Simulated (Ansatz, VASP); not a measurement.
AlW3: VASP beside Ansatz

```
CELL_PARAMETERS angstrom
3.30577 0.00000 0.00000
0.00000 3.30577 0.00000
0.00000 0.00000 5.78685
ATOMIC_POSITIONS crystal
Al 0.00000 0.00000 0.00000
W 0.50000 0.50000 0.75398
W 0.00000 0.00000 0.50000
W 0.50000 0.50000 0.24602
```

Change from the starting cell: species swapped into the Tb3Mg type (P4/mmm, No. 123).

Alike in both runs: functional PBE; k mesh 6 × 6 × 4; occupations gaussian, width 0.1 eV; no spin polarisation.

Ansatz relaxed the structure, and its values are those at the end. VASP's run is a single point on that final structure, the one shown.

```csv
,VASP,Ansatz
version,VASP 6.6.1,Ansatz 0.2.0
potentials or method,"VASP PAW PBE potentials, release 64 (Al, W_sv), cutoff 520 eV","scalar-relativistic, plane waves, PAW"
valence electrons in the cell,45,45
```

```csv
,VASP,Ansatz,Ansatz less VASP
gap on the k mesh at the Fermi level (eV),none,none,-
pressure (GPa),0.5,0.2,-0.28
rms of the force components (eV/Å),0.020,0.013,-0.0076
```

A gap of «none» marks a metal or a gap that the smearing closes. The functional is the same, so the differences come from potentials, cutoffs and numerics.

Neither program's run includes spin-orbit coupling.
